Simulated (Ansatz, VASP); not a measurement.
## Two plane-wave programs on Sc2BP3

```
Sc B P
1.0
     3.23791    0.00000    0.00000
     0.00000    3.23791    0.00000
     0.00000    0.00000    8.37990
Sc B P
2 1 3
Direct
  0.50000 0.00000 0.75028
  0.00000 0.50000 0.24972
  0.50000 0.50000 0.00000
  0.50000 0.00000 0.41996
  0.00000 0.50000 0.58004
  0.00000 0.00000 0.00000
```

Change from the starting cell: species swapped into the Zr2Sb3Pd type (P-4m2, No. 115).

Alike in both runs: functional PBE; k mesh 12 × 12 × 6; occupations gaussian, width 0.1 eV; no spin polarisation.

Ansatz relaxed the structure, and its values are those at the end. VASP's run is a single point on that final structure, the one shown.

|  | VASP | Ansatz |
| --- | --- | --- |
| version | VASP 6.6.1 | Ansatz 0.2.0 |
| potentials or method | VASP PAW PBE potentials, release 64 (Sc_sv, B, P), cutoff 520 eV | scalar-relativistic, plane waves, PAW |
| valence electrons in the cell | 40 | 40 |

|  | VASP | Ansatz | Ansatz less VASP |
| --- | --- | --- | --- |
| gap on the k mesh at the Fermi level (eV) | none | none | - |
| pressure (GPa) | 0.1 | 0.0 | -0.13 |
| rms of the force components (eV/Å) | 0.003 | 0.003 | -0.0007 |

A gap of «none» marks a metal or a gap that the smearing closes.
